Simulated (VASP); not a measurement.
# Te in VASP: further runs, part 2 of 2

VASP 6.6.1.

### Step 4. Single point, PBE-based screened hybrid with 35 % exact exchange

This run uses another cell than the first one, of 33.93 Å³/atom.

Contents of POSCAR:

```
Te
1.0
    4.4540000000      0.0000000000      0.0000000000
   -2.2270000000      3.8572771485      0.0000000000
    0.0000000000      0.0000000000      5.9240000000
Te
3
Direct
    0.7310000000      0.7310000000      0.0000000000
    0.0000000000      0.2690000000      0.6666666667
    0.2690000000      0.0000000000      0.3333333333
```

Contents of INCAR.step1:

```
ALGO = Normal ; EDIFF = 1E-5
ENCUT = 520 ; GGA = PE
ISIF = 2 ; ISMEAR = -1
LASPH = True ; LCHARG = False
LREAL = False ; LWAVE = True
NBANDS = 16 ; NELM = 80
PREC = Accurate ; SIGMA = 0.05
```

Contents of INCAR.step2:

```
AEXX = 0.35 ; ALGO = Normal
EDIFF = 1E-6 ; ENCUT = 520
GGA = PE ; HFSCREEN = 0.2078699
ISIF = 2 ; ISMEAR = -1
ISTART = 1 ; LASPH = True
LCHARG = False ; LHFCALC = True
LREAL = False ; LWAVE = False
NBANDS = 16 ; NELM = 80
PREC = Accurate ; PRECFOCK = Normal
SIGMA = 0.05
```

Contents of KPOINTS:

```
k-points
0
Gamma
  4 4 3
```

Potentials or basis: VASP PAW PBE potentials, release 64 (Te).

Command:

```console
$ cat potpaw_PBE.64/Te/POTCAR > POTCAR
$ cp INCAR.step1 INCAR
$ mpirun -np 1 vasp_std > vasp.out
$ cp INCAR.step2 INCAR
$ mpirun -np 1 vasp_std > vasp.out
```

OUTCAR:

```text
AEXX = 0.35
   EDIFF = 1E-6
   ENCUT = 520
   GGA = PE
   HFSCREEN = 0.2078699
   ISIF = 2
   ISMEAR = -1
   ISTART = 1
   LASPH = True
   LHFCALC = True
   LREAL = False
   NELM = 80
   PREC = Accurate
   PRECFOCK = Normal

 ion  position               nearest neighbor table
   1  0.731  0.731  0.000-   3 2.86   2 2.86   3 3.47   2 3.47   2 3.47   3 3.47
   2  0.000  0.269  0.667-   1 2.86   3 2.86   1 3.47   1 3.47   3 3.47   3 3.47
   3  0.269  0.000  0.333-   1 2.86   2 2.86   1 3.47   1 3.47   2 3.47   2 3.47

  LATTYP: Found a hexagonal cell.
 ALAT       =     4.4540000000
 C/A-ratio  =     1.3300404131

  Lattice vectors:

 A1 = (   4.4540000000,   0.0000000000,   0.0000000000)
 A2 = (  -2.2270000000,   3.8572771485,   0.0000000000)
 A3 = (   0.0000000000,   0.0000000000,   5.9240000000)

Analysis of symmetry for initial positions (statically):
=====================================================================
 Subroutine PRICEL returns:
 Original cell was already a primitive cell.

 Routine SETGRP: Setting up the symmetry group for a
 hexagonal supercell.

 Subroutine GETGRP returns: Found  6 space group operations
[... 160 lines left out ...]

 E-fermi :   5.8930     XC(G=0):  -6.9942

 val. band max:        5.1141473291   @ k =   0.2500   0.2500   0.3333
 cond. band min:       6.5990255606   @ k =   0.0000   0.0000   0.3333
 fundamental gap:      1.4848782314
 Fermi energy:         5.8929864094

 k-point     1 :       0.0000    0.0000    0.0000
  band No.  band energies     occupation
      1     -10.0074      2.00000
      2      -6.1958      2.00000
      3      -6.1958      2.00000
      4       1.9841      2.00000
      5       2.4078      2.00000
      6       2.4078      2.00000
[... 148 lines left out ...]
      3      -5.7667      2.00000
      4      -0.4864      2.00000
      5       0.1138      2.00000
      6       0.7851      2.00000
[... 8 lines left out ...]
     15      13.1986      0.00000
     16      14.1512      0.00000

------------------------ aborting loop because EDIFF is reached ----------------------------------------

  FORCE on cell =-STRESS in cart. coord.  units (eV):
  Direction    XX          YY          ZZ          XY          YZ          ZX
  --------------------------------------------------------------------------------------
  -------------------------------------------------------------------------------------
  Total       -0.6323764     -0.6323764     -1.7479269     -0.0000000     -0.0000000      0.0000000
  in kB       -9.9549734     -9.9549734    -27.5161540     -0.0000000     -0.0000000      0.0000000
  external PRESSURE =     -15.8087003 kB  Pullay stress =       0.0000000 kB

 VOLUME and BASIS-vectors are now :
 -----------------------------------------------------------------------------
  energy-cutoff  :      520.00
  volume of cell :      101.78
      direct lattice vectors                 reciprocal lattice vectors
     4.454000000  0.000000000  0.000000000     0.224517288  0.129625117  0.000000000
    -2.227000000  3.857277149  0.000000000     0.000000000  0.259250233  0.000000000
     0.000000000  0.000000000  5.924000000     0.000000000  0.000000000  0.168804862

 POSITION                                       TOTAL-FORCE (eV/Angst)
 -----------------------------------------------------------------------------------
      1.62794      2.81967      0.00000         0.263336      0.456111     -0.000000
     -0.59906      1.03761      3.94933         0.263336     -0.456111      0.000000
      1.19813      0.00000      1.97467        -0.526672      0.000000      0.000000
 -----------------------------------------------------------------------------------
    total drift:                               -0.000003      0.000000     -0.000000

  FREE ENERGIE OF THE ION-ELECTRON SYSTEM (eV)
  ---------------------------------------------------
  free  energy   TOTEN  =       -13.0060759876 eV

  energy  without entropy=      -13.0060758486  energy(sigma->0) =      -13.00607592
```

Wall time 12 min (1 thread of Intel Xeon Platinum 8375C at 2.90GHz (Ice Lake), shared host); peak memory 0.35 GiB.

What came out:

* Free energy: -13.0061 eV
* Pressure: -1.6 GPa
* Largest force: 0.527 eV/Å
* Band gap on the k mesh: 1.48 eV (least direct gap 1.69 eV)

Forces on the atoms (eV/Å):
```
Te   0.263  0.456  0.000
Te   0.263 -0.456  0.000
Te  -0.527  0.000  0.000
```

Stress tensor (GPa, compression positive):
```
-1.00  0.00  0.00
 0.00 -1.00  0.00
 0.00  0.00 -2.75
```

Caveat: the PAW data sets were made with another functional, which shifts forces and pressure a little; spin-orbit coupling is left out, which moves the levels of the heavy elements; an odd mesh through Γ misses points on the zone boundary, where band edges can lie.

### Step 5. Single point, PBE-based screened hybrid with 50 % exact exchange

This run uses another cell than the first one, of 33.93 Å³/atom.

POSCAR is that of step 4.

Contents of INCAR.step1:

```
SYSTEM = Te
PREC = Accurate
ENCUT = 520
EDIFF = 1E-5
ISMEAR = -1
SIGMA = 0.05
LREAL = .FALSE.
LASPH = .TRUE.
NELM = 60
ALGO = Normal
ISIF = 2
LWAVE = .TRUE.
NBANDS = 16
GGA = PE
```

Contents of INCAR.step2:

```
SYSTEM = Te
PREC = Accurate
ENCUT = 520
EDIFF = 1E-7
ISMEAR = -1
SIGMA = 0.05
LREAL = .FALSE.
LASPH = .TRUE.
NELM = 60
ALGO = Normal
ISIF = 2
LWAVE = .FALSE.
LCHARG = .TRUE.
GGA = PE
LHFCALC = .TRUE.
AEXX = 0.5
HFSCREEN = 0.2078699
PRECFOCK = Normal
LELF = .TRUE.
LVHAR = .TRUE.
NBANDS = 16
ISTART = 1
```

Contents of KPOINTS:

```
regular mesh
0
G
  4 4 3
  0 0 0
```

Command:

```console
$ cat potpaw_PBE.64/Te/POTCAR > POTCAR
$ cp INCAR.step1 INCAR
$ mpirun -np 1 vasp_std > vasp.out
$ cp INCAR.step2 INCAR
$ mpirun -np 1 vasp_std > vasp.out
```

Wall time 20 min (1 thread of Intel Xeon Platinum 8375C at 2.90GHz (Ice Lake), shared host); peak memory 0.35 GiB.

It converged, with:

| Item | Value |
| --- | --- |
| Free energy | -15.0279 eV |
| Pressure | -3.1 GPa |
| Largest force | 0.840 eV/Å |
| Band gap on the k mesh | 1.85 eV (least direct gap 2.05 eV) |

Forces in eV/Å, atoms in the order of the input:
```
Te   0.420  0.728  0.000
Te   0.420 -0.728  0.000
Te  -0.840  0.000  0.000
```

Stress tensor (GPa, compression positive):
```
-2.18  0.00  0.00
 0.00 -2.18  0.00
 0.00  0.00 -4.80
```

Levels at points of the mesh, in eV from the valence-band top:
```
           k point  band 6  band 7  band 8  band 9  band 10  band 11  band 12  band 13
(0.00, 0.00, 0.00)   -2.78   -1.75   -1.75   -0.81     2.45     2.45     3.22     6.66
(0.50, 0.00, 0.00)   -4.00   -3.89   -0.86   -0.71     2.17     2.30     4.43     5.64
```

Caveat: the cell stands under tension; the PAW data sets were made with another functional, which shifts forces and pressure a little; spin-orbit coupling is left out, which moves the levels of the heavy elements; an odd mesh through Γ misses points on the zone boundary, where band edges can lie.

### Step 6. Relaxation of the atoms, PBE

This run uses another cell than the first one, of 35.30 Å³/atom.

Contents of INCAR:

```
SYSTEM = Te
  PREC = Accurate
  ENCUT = 520
  EDIFF = 1E-6
  ISMEAR = -1
  SIGMA = 0.05
  LREAL = .FALSE.
  LASPH = .TRUE.
  NELM = 100
  ALGO = Normal
  ISIF = 2
  LWAVE = .FALSE.
  LCHARG = .FALSE.
  GGA = PE
  IBRION = 2
  NSW = 60
  EDIFFG = -0.01
```

Contents of KPOINTS:

```
Automatic mesh
0
G
  6 6 4
  0 0 0
```

Contents of POSCAR:

```
Te
1.0
    4.5430800000      0.0000000000      0.0000000000
   -2.2715400000      3.9344226915      0.0000000000
    0.0000000000      0.0000000000      5.9240000000
Te
3
Direct
    0.7310000000      0.7310000000      0.0000000000
    0.0000000000      0.2690000000      0.6666666667
    0.2690000000      0.0000000000      0.3333333333
```

Potentials or basis: VASP PAW PBE potentials, release 64 (Te).

Command:

```console
$ cat potpaw_PBE.64/Te/POTCAR > POTCAR
$ mpirun -np 1 vasp_std > vasp.out
```

Run time: 43 s. Hardware: 1 thread of Intel Xeon Platinum 8259CL at 2.50GHz (Skylake/Cascade Lake), shared host; peak memory 0.24 GiB.

It converged, with:

- Free energy: -9.4272 eV
- Energy gained by relaxing: 0.2 meV/atom
- Ionic steps: 3
- Pressure after relaxing: 0.0 GPa
- Band gap on the k mesh: 0.27 eV

Stress tensor (GPa, compression positive):
```
-0.05  0.00  0.00
 0.00 -0.05  0.00
 0.00  0.00  0.14
```

Step by step:
| step | energy change (eV) | largest force (eV/Å) | pressure (GPa) |
| --- | --- | --- | --- |
| 1 | 0.0000 | 0.0408 | -0.15 |
| 2 | -0.0002 | 0.0298 | -0.10 |
| 3 | -0.0005 | 0.0003 | 0.01 |

Final structure:
```cif
data_structure
_symmetry_space_group_name_H-M 'P 1'
_symmetry_Int_Tables_number 1
_cell_length_a 4.5431
_cell_length_b 4.5431
_cell_length_c 5.9240
_cell_angle_alpha 90.000
_cell_angle_beta 90.000
_cell_angle_gamma 120.000
_cell_volume 105.89
loop_
_atom_site_label
_atom_site_type_symbol
_atom_site_fract_x
_atom_site_fract_y
_atom_site_fract_z
_atom_site_occupancy
Te1 Te 0.73260 0.73260 0.00000 1
Te2 Te 0.00000 0.26740 0.66667 1
Te3 Te 0.26740 0.00000 0.33333 1
```

Levels at points of the mesh, in eV from the valence-band top:
```csv
k point,band 6,band 7,band 8,band 9,band 10,band 11,band 12,band 13
"(0.00, 0.00, 0.00)",-2.74,-1.62,-1.62,-0.79,1.01,1.01,1.52,5.07
"(0.50, 0.00, 0.00)",-3.44,-3.27,-0.99,-0.78,0.89,0.95,3.12,3.59
"(0.00, 0.00, 0.50)",-2.61,-1.26,-1.04,-1.04,0.47,0.47,0.52,4.22
"(0.50, 0.00, 0.50)",-3.52,-2.32,-1.96,-0.12,0.86,1.95,2.47,4.68
```

Caveat: spin-orbit coupling is left out, which moves the levels of the heavy elements.

### Step 7. The runs side by side

| task | level | cell | k mesh | grid for exact exchange (PRECFOCK) | share of exact exchange | screening parameter | gap on the mesh (eV) | pressure (GPa) | largest force (eV/Å) |
| --- | --- | --- | --- | --- | --- | --- | --- | --- | --- |
| single point | PBE | a = 4.541, b = 4.541, c = 6.040 Å, angles 90.0, 90.0, 120.0°, 3 atoms, atomic positions A | 7 × 7 × 5 | - | - | - | 0.64 | -1.2 | 0.13 |
| single point | PBE | a = 4.454, b = 4.454, c = 5.924 Å, angles 90.0, 90.0, 120.0°, 3 atoms, atomic positions B | 7 × 7 × 5 | - | - | - | 0.48 | 1.1 | 0.22 |
| single point | PBE-based screened hybrid with 35 % exact exchange | a = 4.454, b = 4.454, c = 5.924 Å, angles 90.0, 90.0, 120.0°, 3 atoms, atomic positions A | 4 × 4 × 3 | Normal | 0.35 | 0.20787 1/Å | 1.48 | -1.6 | 0.53 |
| single point | PBE-based screened hybrid with 50 % exact exchange | a = 4.454, b = 4.454, c = 5.924 Å, angles 90.0, 90.0, 120.0°, 3 atoms, atomic positions A | 4 × 4 × 3 | Normal | 0.5 | 0.20787 1/Å | 1.85 | -3.1 | 0.84 |
| relaxation of the atoms | PBE | atoms relaxed from a = 4.543, b = 4.543, c = 5.924 Å, angles 90.0, 90.0, 120.0°, 3 atoms, atomic positions A | 6 × 6 × 4 | - | - | - | 0.27 | 0.0 | - |

Alike in all rows: potentials or basis VASP PAW PBE potentials, release 64 (Te); no spin polarisation; cutoff (eV) 520; smearing fermi-dirac 0.05 eV.

Caveats: spin-orbit coupling is left out, which moves the levels of the heavy elements; an odd mesh through Γ misses points on the zone boundary, where band edges can lie (at least some runs); the PAW data sets were made with another functional, which shifts forces and pressure a little (at least some runs); the cell stands under tension (at least some runs).

Absolute energies hang on the potentials; compare differences alone.
